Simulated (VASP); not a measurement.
# Be12Si in VASP: notebook, part 2 of 2

VASP 6.6.1. Earlier steps stand in the parts before.

## 3. Single point, PBE

The input, INCAR:

```
ALGO = Normal
EDIFF = 1E-7
ENCUT = 520
GGA = PE
ISIF = 2
ISMEAR = 0
LASPH = T
LCHARG = F
LREAL = F
LWAVE = F
NBANDS = 26
NELM = 100
PREC = Accurate
SIGMA = 0.15
```

The input, KPOINTS:

```
k-points
0
Gamma
  6 6 1
```

The input, POSCAR:

```
Be12Si
1.0
    4.5800000000      0.0000000000      0.0000000000
    2.2900000000      3.9663960000      0.0000000000
    0.0000000000      0.0000000000     16.5884300000
Be Si
12 1
Direct
    0.0000000000      0.0000000000      0.0602829804
    0.5000000000      0.0000000000      0.0602829804
    0.0000000000      0.5000000000      0.0602829804
    0.5000000000      0.5000000000      0.0602829804
   -0.1709334023      0.3376427871      0.1708332856
    0.3374633170      0.3278759862      0.1697845426
   -0.1681890666      0.8337052074      0.1668964453
    0.3374074558      0.8336169661      0.1685364438
   -0.0022146413      0.0057987150      0.2720544379
    0.5063149534     -0.0046674613      0.2899986316
    0.0009207692      0.4983161036      0.2751349585
    0.4933496904      0.5031744183      0.2796090408
    1.0981394557      0.7231416127      0.3879791517
```

Potentials or basis: VASP PAW PBE potentials, release 64 (Be, Si).

Run with:

```bash
cat potpaw_PBE.64/Be/POTCAR potpaw_PBE.64/Si/POTCAR > POTCAR
mpirun -np 1 vasp_std > vasp.out
```

OUTCAR:

```text
EDIFF = 1E-7
   ENCUT = 520
   GGA = PE
   ISIF = 2
   ISMEAR = 0
   LASPH = T
   LREAL = F
   NELM = 100
   PREC = Accurate

 ion  position               nearest neighbor table
   1  0.000  0.000  0.060-   7 2.21   8 2.24   5 2.27   3 2.29   3 2.29   4 2.29   4 2.29   2 2.29
                             2 2.29
   2  0.500  0.000  0.060-   7 2.20   8 2.22   6 2.23   4 2.29   3 2.29   4 2.29   3 2.29   1 2.29
                             1 2.29
   3  0.000  0.500  0.060-   7 2.21   6 2.26   5 2.26   1 2.29   1 2.29   2 2.29   2 2.29   4 2.29
                             4 2.29
   4  0.500  0.500  0.060-   8 2.23   6 2.25   5 2.25   2 2.29   1 2.29   2 2.29   1 2.29   3 2.29
                             3 2.29
   5  0.829  0.338  0.171-   9 2.13  11 2.18  12 2.24   4 2.25   3 2.26   8 2.26   1 2.27   6 2.27
                             7 2.28   7 2.30   6 2.31   8 2.32
   6  0.337  0.328  0.170-  11 2.20   2 2.23  12 2.25   4 2.25   3 2.26   8 2.26   7 2.26   5 2.27
                             5 2.31   8 2.32   7 2.32
[... 800 lines left out ...]
     26       6.2485      0.00000

------------------------ aborting loop because EDIFF is reached ----------------------------------------

  FORCE on cell =-STRESS in cart. coord.  units (eV):
  Direction    XX          YY          ZZ          XY          YZ          ZX
  --------------------------------------------------------------------------------------
  -------------------------------------------------------------------------------------
  Total       -9.2738872     -7.9755396      0.3398291      0.6127242      0.0036697     -0.0684275
  in kB      -49.3066571    -42.4037071      1.8067761      3.2576825      0.0195108     -0.3638101
  external PRESSURE =     -29.9678627 kB  Pullay stress =       0.0000000 kB

 VOLUME and BASIS-vectors are now :
 -----------------------------------------------------------------------------
  energy-cutoff  :      520.00
  volume of cell :      301.35
      direct lattice vectors                 reciprocal lattice vectors
     4.580000000  0.000000000  0.000000000     0.218340611 -0.126059022  0.000000000
     2.290000000  3.966396000  0.000000000     0.000000000  0.252118044  0.000000000
     0.000000000  0.000000000 16.588430000     0.000000000  0.000000000  0.060282980

 POSITION                                       TOTAL-FORCE (eV/Angst)
 -----------------------------------------------------------------------------------
      0.00000      0.00000      1.00000         0.074801      0.287030     -0.120068
      2.29000      0.00000      1.00000        -0.067895      0.083522      0.107011
      1.14500      1.98320      1.00000        -0.172268     -0.224559     -0.057282
      3.43500      1.98320      1.00000         0.178410     -0.143370      0.031999
      4.57033      1.33923      2.83386         0.005186     -0.007870     -0.040691
      2.29642      1.30049      2.81646         0.003304      0.009297     -0.006634
      5.71888      3.30680      2.76855        -0.004695     -0.003776     -0.001930
      3.45431      3.30645      2.79576        -0.002149     -0.007686     -0.010017
      4.58314      0.02300      4.51296         0.001705      0.016106      0.013772
      4.59823      3.94788      4.81062         0.020501      0.001958      0.026187
      1.14536      1.97652      4.56406        -0.021289      0.004655      0.007190
      3.41181      1.99579      4.63828        -0.002666     -0.013476     -0.003787
      2.10547      2.86827      6.43596        -0.012945     -0.001831      0.054250
 -----------------------------------------------------------------------------------
    total drift:                               -0.000005     -0.000003      0.000014

  FREE ENERGIE OF THE ION-ELECTRON SYSTEM (eV)
  ---------------------------------------------------
  free  energy   TOTEN  =       -45.9058664018 eV

  energy  without entropy=      -45.8857433946  energy(sigma->0) =      -45.89580490
```

OSZICAR:

```text
N       E                     dE             d eps       ncg     rms          rms(c)
DAV:   1     0.762209095772E+02    0.76221E+02   -0.92520E+03  1040   0.798E+02
DAV:   2    -0.433635171949E+02   -0.11958E+03   -0.11394E+03  1428   0.154E+02
DAV:   3    -0.500723073907E+02   -0.67088E+01   -0.65505E+01  1348   0.335E+01
[... 16 lines left out ...]
DAV:  20    -0.459058639775E+02   -0.39714E-05   -0.35071E-07  1214   0.196E-03    0.307E-04
DAV:  21    -0.459058656974E+02   -0.17199E-05   -0.31763E-07  1116   0.128E-03    0.189E-04
DAV:  22    -0.459058661590E+02   -0.46157E-06   -0.60795E-08  1176   0.666E-04    0.116E-04
DAV:  23    -0.459058663702E+02   -0.21120E-06   -0.27023E-08   998   0.400E-04    0.647E-05
DAV:  24    -0.459058664018E+02   -0.31673E-07   -0.46047E-09   950   0.216E-04
   1 F= -.45905866E+02 E0= -.45895805E+02  d E =-.201230E-01
```

stdout:

```text
POSCAR found type information on POSCAR BeSi
 POSCAR found :  2 types and      13 ions
 scaLAPACK will be used
 LDA part: xc-table for (Slater+PW92), standard interpolation
 POSCAR, INCAR and KPOINTS ok, starting setup
 FFT: planning ... GRIDC
 FFT: planning ... GRID_SOFT
 FFT: planning ... GRID
 WAVECAR not read
 entering main loop
```

Wall time 3.5 min (1 thread of AMD EPYC 9R45 (Zen 5), shared host); peak memory 0.43 GiB.

Results:

```yaml
Free_energy: -45.9059 eV
Largest_force: 0.320 eV/Å
```

Forces in eV/Å, atoms in the order of the input:
```
Be   0.075  0.287 -0.120
Be  -0.068  0.084  0.107
Be  -0.172 -0.225 -0.057
Be   0.178 -0.143  0.032
Be   0.005 -0.008 -0.041
Be   0.003  0.009 -0.007
Be  -0.005 -0.004 -0.002
Be  -0.002 -0.008 -0.010
Be   0.002  0.016  0.014
Be   0.021  0.002  0.026
Be  -0.021  0.005  0.007
Be  -0.003 -0.013 -0.004
Si  -0.013 -0.002  0.054
```

## 4. Single point, PBE

The input, INCAR:

```
SYSTEM = Be12Si
PREC = Accurate
ENCUT = 520
EDIFF = 1E-6
ISMEAR = 0
SIGMA = 0.15
LREAL = .FALSE.
LASPH = .TRUE.
NELM = 100
ALGO = Normal
ISIF = 2
LWAVE = .FALSE.
LCHARG = .FALSE.
GGA = PE
NBANDS = 26
```

The input, KPOINTS:

```
Automatic mesh
0
G
  6 6 1
  0 0 0
```

The input, POSCAR:

```
Be12Si
1.0
    4.5800000000      0.0000000000      0.0000000000
    2.2900000000      3.9663960000      0.0000000000
    0.0000000000      0.0000000000     16.5884300000
Be Si
12 1
Direct
    0.0000000000      0.0000000000      0.0602829804
    0.5000000000      0.0000000000      0.0602829804
    0.0000000000      0.5000000000      0.0602829804
    0.5000000000      0.5000000000      0.0602829804
   -0.1638663693      0.3367056643      0.1704585666
    0.3332129372      0.3286981431      0.1697489154
   -0.1712435898      0.8331518083      0.1695526943
    0.3339154687      0.8338852197      0.1664194864
   -0.0033765935      0.0064627939      0.2730550149
    0.4951866478     -0.0048348677      0.2891725136
    0.0058137063      0.5057389630      0.2825025635
    0.5058121939      0.4969350009      0.2734262977
    1.2216076758      0.7264859585      0.3881020084
```

Potentials or basis: VASP PAW PBE potentials, release 64 (Be, Si).

Run with:

```bash
cat potpaw_PBE.64/Be/POTCAR potpaw_PBE.64/Si/POTCAR > POTCAR
mpirun -np 1 vasp_std > vasp.out
```

OUTCAR:

```text
SYSTEM = Be12Si
   PREC = Accurate
   ENCUT = 520
   EDIFF = 1E-6
   ISMEAR = 0
   LREAL = .FALSE.
   LASPH = .TRUE.
   NELM = 100
   ISIF = 2
   GGA = PE

 ion  position               nearest neighbor table
   1  0.000  0.000  0.060-   8 2.20   7 2.25   5 2.26   3 2.29   3 2.29   4 2.29   4 2.29   2 2.29
                             2 2.29
   2  0.500  0.000  0.060-   8 2.20   7 2.23   6 2.24   4 2.29   3 2.29   4 2.29   3 2.29   1 2.29
                             1 2.29
   3  0.000  0.500  0.060-   5 2.24   7 2.24   6 2.25   1 2.29   1 2.29   2 2.29   2 2.29   4 2.29
                             4 2.29
   4  0.500  0.500  0.060-   8 2.20   6 2.26   5 2.26   2 2.29   1 2.29   2 2.29   1 2.29   3 2.29
                             3 2.29
   5  0.836  0.337  0.170-   9 2.15  12 2.15   3 2.24   7 2.26   6 2.26   4 2.26   1 2.26   8 2.29
                             8 2.29  11 2.29   6 2.32   7 2.32
   6  0.333  0.329  0.170-  12 2.19   2 2.24   3 2.25   4 2.26   5 2.26   8 2.27   7 2.27  11 2.28
                             7 2.31   8 2.32   5 2.32  10 2.38
   7  0.829  0.833  0.170-   9 2.19   2 2.23   3 2.24   1 2.25   5 2.26   8 2.27   6 2.27  11 2.28
                             6 2.31   8 2.32   5 2.32  10 2.39
[... 804 lines left out ...]
  Direction    XX          YY          ZZ          XY          YZ          ZX
  --------------------------------------------------------------------------------------
  -------------------------------------------------------------------------------------
  Total       -9.2128762     -7.8697534      0.0906013     -1.1273013     -0.0062063      0.0040272
  in kB      -48.9822787    -41.8412712      0.4817019     -5.9935451     -0.0329970      0.0214117
  external PRESSURE =     -30.1139493 kB  Pullay stress =       0.0000000 kB

 VOLUME and BASIS-vectors are now :
 -----------------------------------------------------------------------------
  energy-cutoff  :      520.00
  volume of cell :      301.35
      direct lattice vectors                 reciprocal lattice vectors
     4.580000000  0.000000000  0.000000000     0.218340611 -0.126059022  0.000000000
     2.290000000  3.966396000  0.000000000     0.000000000  0.252118044  0.000000000
     0.000000000  0.000000000 16.588430000     0.000000000  0.000000000  0.060282980

 POSITION                                       TOTAL-FORCE (eV/Angst)
 -----------------------------------------------------------------------------------
      0.00000      0.00000      1.00000        -0.133937      0.263517     -0.108914
      2.29000      0.00000      1.00000         0.136458      0.084456      0.093281
      1.14500      1.98320      1.00000        -0.160105     -0.097078      0.081802
      3.43500      1.98320      1.00000         0.156188     -0.249201     -0.100650
      4.60055      1.33551      2.82764         0.003432      0.001512     -0.001692
      2.27883      1.30375      2.81587        -0.000769      0.003155      0.001310
      5.70362      3.30461      2.81261         0.002308     -0.002859      0.007475
      3.43893      3.30752      2.76064        -0.002591     -0.001913      0.003449
      4.57933      0.02563      4.52955        -0.002376     -0.009774      0.008886
      4.54688      3.94722      4.79692         0.001165     -0.000636      0.011074
      1.18477      2.00596      4.68627         0.004484      0.004137      0.001944
      3.45460      1.97104      4.53571        -0.005334      0.005228      0.006882
      2.67862      2.88153      6.43800         0.001076     -0.000543     -0.004848
 -----------------------------------------------------------------------------------
    total drift:                               -0.000001     -0.000002     -0.000062

  FREE ENERGIE OF THE ION-ELECTRON SYSTEM (eV)
  ---------------------------------------------------
  free  energy   TOTEN  =       -45.9081697339 eV

  energy  without entropy=      -45.8807344587  energy(sigma->0) =      -45.89445210
```

Run time: 3 min. Hardware: 1 thread of AMD EPYC 9R45 (Zen 5), shared host; peak memory 0.42 GiB.

What came out:

```
Free energy            : -45.9082 eV
Largest force          : 0.315 eV/Å
Band gap on the k mesh : zero (band 14 reaches -0.62 eV, above the bottom of band 15 at -0.66 eV)
```

Forces in eV/Å, atoms in the order of the input:
```
Be  -0.134  0.264 -0.109
Be   0.136  0.084  0.093
Be  -0.160 -0.097  0.082
Be   0.156 -0.249 -0.101
Be   0.003  0.002 -0.002
Be  -0.001  0.003  0.001
Be   0.002 -0.003  0.007
Be  -0.003 -0.002  0.003
Be  -0.002 -0.010  0.009
Be   0.001 -0.001  0.011
Be   0.004  0.004  0.002
Be  -0.005  0.005  0.007
Si   0.001 -0.001 -0.005
```
